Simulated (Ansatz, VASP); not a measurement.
**One calculation of HfNb3F, two programs**

```
Hf Nb F
1.0
     4.41227    0.00000    0.00000
     0.00000    4.41227    0.00000
     0.00000    0.00000    4.41227
Hf Nb F
1 3 1
Cartesian
  0.0000 0.0000 0.0000
  0.0000 2.2061 2.2061
  2.2061 0.0000 2.2061
  2.2061 2.2061 0.0000
  2.2061 2.2061 2.2061
```

Change from the starting cell: species swapped into the SmBRh3 type (Pm-3m, No. 221).

Alike in both runs: functional PBE; k mesh 8 × 8 × 8; occupations gaussian, width 0.1 eV; no spin polarisation.

Ansatz relaxed the structure, and its values are those at the end. VASP's run is a single point on that final structure, the one shown.

|  | VASP | Ansatz |
| --- | --- | --- |
| version | VASP 6.6.1 | Ansatz 0.2.0 |
| potentials or method | VASP PAW PBE potentials, release 64 (Hf_pv, Nb_sv, F), cutoff 600 eV | scalar-relativistic, plane waves, PAW |
| valence electrons in the cell | 56 | 72 |

```tsv
	VASP	Ansatz	Ansatz less VASP
gap on the k mesh at the Fermi level (eV)	none	none	-
pressure (GPa)	-0.4	0.0	+0.44
```

A gap of «none» marks a metal or a gap that the smearing closes. VASP's potentials hold 56 valence electrons a cell and Ansatz's 72, so a difference there can come from the potentials and not from the codes.

Spin-orbit coupling is off throughout.
